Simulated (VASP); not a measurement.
# Ge (P1) in VASP: a series of runs

Runs on Ge. Level: PBE. Tasks: single point.

All numbers are computed with VASP 6.6.1; they aren't measurements. Logs are shortened: lines on timing, memory, paths and dates and some standing lists are left out, and cuts for length are marked.

## 1. The cell of the first run

The typed cell holds 16 atoms: a = 8.136 Å, b = 8.136 Å, c = 8.136 Å, α = 60.00°, β = 60.00°, γ = 60.00°.

## 2. Single point, PBE

Contents of INCAR:

```
ALGO = Normal
EDIFF = 1E-6
ENCUT = 520
GGA = PE
ISIF = 2
ISMEAR = -1
LASPH = T
LCHARG = T
LELF = T
LREAL = Auto
LVHAR = T
LWAVE = F
NBANDS = 126
NELM = 60
PREC = Accurate
SIGMA = 0.3
```

Contents of KPOINTS:

```
k-points
0
Gamma
  2 2 2
```

Contents of POSCAR:

```
Ge
1.0
    0.0000000000      5.7528030000      5.7528030000
    5.7528030000      0.0000000000      5.7528030000
    5.7528030000      5.7528030000      0.0000000000
Ge
16
Direct
   -0.0263784454     -0.0195991415      0.0146624176
    0.1297628304      0.0815428583      0.1066784314
    0.0151578283      0.0264392853      0.5154183100
    0.1318748443      0.1573406911      0.6307446996
    0.0226411369      0.4642171825     -0.0373296287
    0.0927721669      0.6266162773      0.1165344963
   -0.0417796333      0.5391024167      0.4845550943
    0.1107460137      0.6814764907      0.5917637020
    0.4672678692      0.0282992482      0.0203205290
    0.6240349270      0.1212887005      0.1111023618
    0.5734682728     -0.0293161438      0.4994869458
    0.6738280452      0.0825684453      0.6325612054
    0.5308716464      0.4766719806     -0.0065707100
    0.6148307182      0.6653799895      0.1683353315
    0.4695971685      0.4695276372      0.5245095304
    0.6113020036      0.6284414745      0.6272420592
```

Potentials or basis: VASP PAW PBE potentials, release 64 (Ge_d).

On the command line:

```console
$ cat potpaw_PBE.64/Ge_d/POTCAR > POTCAR
$ mpirun -np 1 vasp_std > vasp.out
```

OUTCAR:

```text
EDIFF = 1E-6
   ENCUT = 520
   GGA = PE
   ISIF = 2
   ISMEAR = -1
   LASPH = T
   LREAL = Auto
   NELM = 60
   PREC = Accurate

 ion  position               nearest neighbor table
   1  0.974  0.980  0.015-  10 2.33   2 2.34   6 2.35   4 2.61
   2  0.130  0.082  0.107-   9 2.33   1 2.34   5 2.55   3 2.82
   3  0.015  0.026  0.515-  12 2.31   8 2.33   4 2.41   2 2.82
   4  0.132  0.157  0.631-   3 2.41   7 2.58   1 2.61
   5  0.023  0.464  0.963-   2 2.55   8 2.55   6 2.60  14 2.87
   6  0.093  0.627  0.117-   1 2.35   7 2.46   5 2.60  13 2.92
   7  0.958  0.539  0.485-  16 2.31   6 2.46   4 2.58   8 2.68
   8  0.111  0.681  0.592-   3 2.33  15 2.47   5 2.55   7 2.68
   9  0.467  0.028  0.020-  10 2.28   2 2.33  14 2.44  12 2.65
  10  0.624  0.121  0.111-   9 2.28   1 2.33  13 2.37  11 2.64
  11  0.573  0.971  0.499-  12 2.30  16 2.34  10 2.64
  12  0.674  0.083  0.633-  11 2.30   3 2.31  15 2.63   9 2.65
  13  0.531  0.477  0.993-  10 2.37  16 2.45   6 2.92
  14  0.615  0.665  0.168-   9 2.44  15 2.48   5 2.87
  15  0.470  0.470  0.525-   8 2.47  14 2.48  12 2.63  16 2.69
  16  0.611  0.628  0.627-   7 2.31  11 2.34  13 2.45  15 2.69

  LATTYP: Found a face centered cubic cell.
 ALAT       =    11.5056060000

  Lattice vectors:

 A1 = (   0.0000000000,   5.7528030000,   5.7528030000)
 A2 = (   5.7528030000,   0.0000000000,   5.7528030000)
 A3 = (   5.7528030000,   5.7528030000,   0.0000000000)

Analysis of symmetry for initial positions (statically):
=====================================================================
 Subroutine PRICEL returns:
 Original cell was already a primitive cell.

 Routine SETGRP: Setting up the symmetry group for a
 face centered cubic supercell.

 Subroutine GETGRP returns: Found  1 space group operations
 (whereof  1 operations were pure point group operations)
 out of a pool of 48 trial point group operations.

The static configuration has the point symmetry C_1 .

Analysis of symmetry for dynamics (positions and initial velocities):
=====================================================================
 Subroutine PRICEL returns:
 Original cell was already a primitive cell.

 Routine SETGRP: Setting up the symmetry group for a
 face centered cubic supercell.

 Subroutine GETGRP returns: Found  1 space group operations
 (whereof  1 operations were pure point group operations)
 out of a pool of 48 trial point group operations.

The dynamic configuration has the point symmetry C_1 .

 Subroutine INISYM returns: Found  1 space group operations
 (whereof  1 operations are pure point group operations),
 and found     1 'primitive' translations

----------------------------------------------------------------------------------------

                                     Primitive cell

  volume of cell :     380.7751

  direct lattice vectors                    reciprocal lattice vectors
     0.000000000  5.752803000  5.752803000    -0.086914153  0.086914153  0.086914153
     5.752803000  0.000000000  5.752803000     0.086914153 -0.086914153  0.086914153
     5.752803000  5.752803000  0.000000000     0.086914153  0.086914153 -0.086914153

  length of vectors
     8.135692024  8.135692024  8.135692024     0.150539729  0.150539729  0.150539729

  position of ions in fractional coordinates (direct lattice)
     0.973621555  0.980400858  0.014662418
     0.129762830  0.081542858  0.106678431
     0.015157828  0.026439285  0.515418310
     0.131874844  0.157340691  0.630744700
     0.022641137  0.464217183  0.962670371
     0.092772167  0.626616277  0.116534496
[... 8 lines left out ...]
     0.469597169  0.469527637  0.524509530
     0.611302004  0.628441475  0.627242059

  ion indices of the primitive-cell ions
   primitive index   ion index
                 1           1
                 2           2
                 3           3
                 4           4
                 5           5
                 6           6
[... 8 lines left out ...]
                15          15
                16          16

----------------------------------------------------------------------------------------

 KPOINTS: k-points

Automatic generation of k-mesh.
 Grid dimensions read from file:
 generate k-points for:    2    2    2

 Generating k-lattice:

  Cartesian coordinates                     Fractional coordinates (reciprocal lattice)
    -0.043457076  0.043457076  0.043457076     0.500000000  0.000000000  0.000000000
     0.043457076 -0.043457076  0.043457076     0.000000000  0.500000000  0.000000000
     0.043457076  0.043457076 -0.043457076     0.000000000  0.000000000  0.500000000

  Length of vectors
     0.075269864  0.075269864  0.075269864

  Shift w.r.t. Gamma in fractional coordinates (k-lattice)
     0.000000000  0.000000000  0.000000000

 Subroutine IBZKPT returns following result:
 ===========================================

 Found      8 irreducible k-points:

 Following reciprocal coordinates:
            Coordinates               Weight
  0.000000  0.000000  0.000000      1.000000
  0.500000  0.000000  0.000000      1.000000
  0.000000  0.500000  0.000000      1.000000
  0.000000  0.000000  0.500000      1.000000
  0.500000  0.500000  0.500000      1.000000
  0.500000  0.500000  0.000000      1.000000
  0.000000  0.500000  0.500000      1.000000
  0.500000  0.000000  0.500000      1.000000
   k-points           NKPTS =      8   k-points in BZ     NKDIM =      8   number of bands    NBANDS=    126
   number of dos      NEDOS =    301   number of ions     NIONS =     16
   total plane-waves  NPLWV = 262144
   dimension x,y,z NGX =    64 NGY =   64 NGZ =   64
   dimension x,y,z NGXF=   128 NGYF=  128 NGZF=  128
   ions per type =              16
   NGX,Y,Z   is equivalent  to a cutoff of  13.08, 13.08, 13.08 a.u.
   NGXF,Y,Z  is equivalent  to a cutoff of  26.16, 26.16, 26.16 a.u.
 SYSTEM =  unknown system
   PREC   = accura    normal or accurate (medium, high low for compatibility)
   ISTART =      0    job   : 0-new  1-cont  2-samecut
   ICHARG =      2    charge: 1-file 2-atom 10-const
   ISPIN  =      1    spin polarized calculation?
   LNONCOLLINEAR =      F non collinear calculations
   LSORBIT =      F    spin-orbit coupling
   LASPH  =      T    aspherical Exc in radial PAW
   ENCUT  =  520.0 eV  38.22 Ry    6.18 a.u.  15.13 15.13 15.13*2*pi/ulx,y,z
   NELM   =     60;   NELMIN=  2; NELMDL= -5     # of ELM steps
   EDIFF  = 0.1E-05   stopping-criterion for ELM
   LREAL  =      T    real-space projection
   EDIFFG = 0.1E-04   stopping-criterion for IOM
   NSW    =      0    number of steps for IOM
   IBRION =     -1    ionic relax: 0-MD 1-quasi-New 2-CG
   NFREE  =      0    steps in history (QN), initial steepest desc. (CG)
   ISIF   =      2    stress and relaxation
   ISYM   =      2    0-nonsym 1-usesym 2-fastsym
   POTIM  = 0.5000    time-step for ionic-motion
   TEBEG  =    0.0;   TEEND  =   0.0 temperature during run
   PSTRESS=    0.0 pullay stress
   NELECT =     224.0000    total number of electrons
   NUPDOWN=      -1.0000    fix difference up-down
   EMIN   =  10.00;   EMAX   =-10.00  energy-range for DOS
   EFERMI =   0.00;   METHOD = LEGACY
   ISMEAR =    -1;   SIGMA  =   0.30  broadening in eV -4-tet -1-fermi 0-gaus
   EFERMI_NEDOS =   21; number of points for ismear=-14 and -15
   IALGO  =     38    algorithm
   IMIX   =      4    mixing-type and parameters
     AMIX     =   0.40;   BMIX     =  1.00
     AMIX_MAG =   1.60;   BMIX_MAG =  1.00
  volume/ion in A,a.u.               =      23.80       160.60
  Fermi-wavevector in a.u.,A,eV,Ry     =   1.371728  2.592190 25.601235  1.881638
  Thomas-Fermi vector in A             =   2.497399
   LORBIT       =      0    0 simple, 1 ext, 2 COOP (PROOUT), +10 PAW based schemes
   GGA     = PE    functional components
   LHFCALC =     F    Hartree Fock is set to
   AEXX    =    0.0000 exact exchange contribution
   IVDW    =     0    specifies the selected vdW correction
   LEPSILON=     F    determine dielectric tensor
   LRPA    =     F    only Hartree local field effects (RPA)
 non-spin polarized calculation
  energy-cutoff  :      520.00
  volume of cell :      380.78
 maximum number of plane-waves:     10272
 NGX is ok and might be reduce to    64
   NGX = 31   NGY = 31   NGZ = 31

 number of electron     224.0000016 magnetization

 Free energy of the ion-electron system (eV)
  ---------------------------------------------------
  ext. energy  EPLUGINS =         0.00000000
  ---------------------------------------------------
  free energy    TOTEN  =       -66.76647508 eV

  energy without entropy =      -64.81690683  energy(sigma->0) =      -65.79169095

 E-fermi :   4.3788     XC(G=0):  -9.7353

 val. band max:        4.3727718074   @ k =   0.0000   0.0000   0.0000
 cond. band min:       4.4108390117   @ k =   0.0000   0.0000   0.5000
 fundamental gap:      0.0380672043
 Fermi energy:         4.3787560657

 k-point     1 :       0.0000    0.0000    0.0000
  band No.  band energies     occupation
      1     -20.5908      2.00000
      2     -20.5608      2.00000
      3     -20.4925      2.00000
      4     -20.4844      2.00000
      5     -20.4707      2.00000
      6     -20.4627      2.00000
[... 116 lines left out ...]
    123       5.8929      0.01277
    124       6.6876      0.00091

 k-point     2 :       0.5000    0.0000    0.0000
  band No.  band energies     occupation
      1     -20.5817      2.00000
      2     -20.5411      2.00000
      3     -20.5207      2.00000
      4     -20.4914      2.00000
      5     -20.4895      2.00000
      6     -20.4654      2.00000
[... 878 lines left out ...]
    123       8.1187      0.00001
    124       8.2796      0.00000
 [bands above 124 left out]

------------------------ aborting loop because EDIFF is reached ----------------------------------------

  FORCE on cell =-STRESS in cart. coord.  units (eV):
  Direction    XX          YY          ZZ          XY          YZ          ZX
  --------------------------------------------------------------------------------------
  -------------------------------------------------------------------------------------
  Total        9.0410699      9.5546701     12.5373497     -4.1928092      2.4834233      3.4358816
  in kB       38.0418744     40.2029367     52.7530798    -17.6419739     10.4494355     14.4570697
  external PRESSURE =      43.6659636 kB  Pullay stress =       0.0000000 kB

 VOLUME and BASIS-vectors are now :
 -----------------------------------------------------------------------------
  energy-cutoff  :      520.00
  volume of cell :      380.78
      direct lattice vectors                 reciprocal lattice vectors
     0.000000000  5.752803000  5.752803000    -0.086914153  0.086914153  0.086914153
     5.752803000  0.000000000  5.752803000     0.086914153 -0.086914153  0.086914153
     5.752803000  5.752803000  0.000000000     0.086914153  0.086914153 -0.086914153

 POSITION                                       TOTAL-FORCE (eV/Angst)
 -----------------------------------------------------------------------------------
      5.72440      5.68540     11.24111        -1.294655     -0.762461      0.810213
      1.08280      1.36020      1.21560         2.280367      0.244062     -0.014403
      3.11720      3.05230      0.23930        -0.718655     -0.540371      1.530413
      4.53370      4.38720      1.66380         0.005410      0.800666      0.654230
      8.20860      5.66830      2.80080         1.128608     -0.409366     -0.095422
      4.27520      1.20410      4.13850        -1.569536      0.856428     -0.326087
[... 8 lines left out ...]
      5.71850      5.71890      5.40260         0.113991      0.555273      0.701225
      7.22370      7.12510      7.13200        -0.211328     -0.531811     -1.957264
 -----------------------------------------------------------------------------------
    total drift:                               -0.001721      0.001696     -0.000566

  FREE ENERGIE OF THE ION-ELECTRON SYSTEM (eV)
  ---------------------------------------------------
  free  energy   TOTEN  =       -66.7664750763 eV

  energy  without entropy=      -64.8169068293  energy(sigma->0) =      -65.79169095
```

It took 12 min on 1 thread of Intel Xeon Platinum 8559C (Emerald Rapids), shared host; peak memory 0.66 GiB.

Results:

| Property | Result |
| --- | --- |
| Free energy | -66.7665 eV |
| Pressure | 4.4 GPa |
| Largest force | 2.640 eV/Å |
| Band gap on the k mesh | zero (band 112 reaches 4.42 eV, above the bottom of band 113 at 4.23 eV) |

Forces in eV/Å, atoms in the order of the input:
```
Ge  -1.295 -0.762  0.810
Ge   2.280  0.244 -0.014
Ge  -0.719 -0.540  1.530
Ge   0.005  0.801  0.654
Ge   1.129 -0.409 -0.095
Ge  -1.570  0.856 -0.326
Ge  -0.712  1.591  1.137
Ge  -1.268  0.422 -1.790
Ge  -2.081 -0.491  0.072
Ge   1.768  1.231 -0.034
Ge  -0.012 -2.576 -0.577
Ge   2.370 -0.213 -0.289
Ge   2.003 -0.487  0.520
Ge  -1.801  0.310 -0.342
Ge   0.114  0.555  0.701
Ge  -0.211 -0.532 -1.957
```

Stress tensor (GPa, compression positive):
```
 3.80 -1.76  1.45
-1.76  4.02  1.04
 1.45  1.04  5.28
```

Caveat: the k points lie up to 0.47 Å⁻¹ apart; forces of over 1 eV/Å act on the atoms, so gaps and moduli don't describe the material at rest.

(Continued in part 2 of 2.)
